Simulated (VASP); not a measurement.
# Si6Ru: relaxation of cell and atoms with PBE

Si6Ru:

```xyz
7
Lattice="3.7849 0.0000 0.0000 0.0000 3.7849 0.0000 0.0000 0.0000 7.8593" Properties=species:S:1:pos:R:3 pbc="T T T"
Si    0.0000    1.8924    3.9296
Si    1.8924    0.0000    3.9296
Si    0.0000    1.8924    6.3502
Si    1.8924    0.0000    6.3502
Si    0.0000    1.8924    1.5091
Si    1.8924    0.0000    1.5091
Ru    0.0000    0.0000    0.0000
```

The cell was built from a structure type or drawn by symmetry, and may not be a known phase.

```yaml
Program: VASP 6.6.1
Task: relaxation of cell and atoms
Functional: PBE
Potentials_or_basis: VASP PAW PBE potentials, release 64 (Si, Ru_pv)
Cutoff: 600 eV
k_mesh: 8 × 8 × 4
Occupations: gaussian, width 0.1 eV
Spin: no spin polarisation
Dipole_correction: no
Further_INCAR_settings: ALGO = Normal; EDIFF = 1e-06; IBRION = 2; EDIFFG = -0.01; NSW = 100; ISIF = 3
```

```json
{"Relaxed volume": "16.04 Å³/atom", "Relaxed cell": "a = 3.801 Å, b = 3.801 Å, c = 7.773 Å, α = 90.00°, β = 90.00°, γ = 90.00°", "Space group after relaxing (to 0.1 Å)": "P4/mmm (No. 123)", "Energy gained by relaxing": "1.3 meV/atom", "Ionic steps": "7", "Pressure after relaxing": "0.0 GPa", "Band gap on the k mesh": "zero (bands 19 and 20 overlap by 2.23 eV)"}
```

Step by step:
```tsv
step	energy change (eV)	largest force (eV/Å)	pressure (GPa)	volume (Å³)
1	0.0000	0.0866	-0.77	112.59
2	-0.0066	0.0202	0.89	111.33
3	-0.0076	0.0083	0.44	111.66
4	-0.0088	0.0519	-0.07	112.17
5	-0.0088	0.0460	0.00	112.11
6	-0.0091	0.0282	-0.01	112.18
7	-0.0093	0.0012	-0.02	112.28
```

Final structure:
```yaml
crystal:
  lattice:
    - [3.80063, 0.00000, 0.00000]
    - [0.00000, 3.80063, 0.00000]
    - [0.00000, 0.00000, 7.77319]
  atoms:
    - { symbol: Si, position: [0.00000, 0.50000, 0.50000] }
    - { symbol: Si, position: [0.50000, 0.00000, 0.50000] }
    - { symbol: Si, position: [0.00000, 0.50000, 0.80816] }
    - { symbol: Si, position: [0.50000, 0.00000, 0.80816] }
    - { symbol: Si, position: [0.00000, 0.50000, 0.19184] }
    - { symbol: Si, position: [0.50000, 0.00000, 0.19184] }
    - { symbol: Ru, position: [0.00000, 0.00000, 0.00000] }
```

Levels at points of the mesh, in eV from the Fermi level:
```tsv
k point	band 15	band 16	band 17	band 18	band 19	band 20	band 21	band 22	band 23
(0.00, 0.00, 0.00)	-3.17	-1.96	-0.82	-0.70	-0.70	0.93	0.93	2.31	2.68
(0.50, 0.00, 0.00)	-1.69	-1.04	-0.57	-0.23	-0.02	0.26	0.53	0.61	1.53
(0.50, 0.50, 0.00)	-4.01	-3.29	-3.29	-2.29	-1.32	-0.13	0.87	0.87	3.08
(0.00, 0.00, 0.50)	-2.14	-1.97	-1.97	-1.96	0.78	1.27	1.81	2.47	2.47
(0.50, 0.00, 0.50)	-1.86	-1.19	-0.55	-0.43	0.20	0.29	0.42	0.86	1.85
(0.50, 0.50, 0.50)	-3.20	-2.71	-2.49	-2.29	-1.41	-1.32	0.14	0.14	1.93
```

Wall time 3.7 min on 1 thread of Intel(R) Xeon(R) 6975P-C (Granite Rapids), with other jobs on the host, peak memory 0.32 GiB.
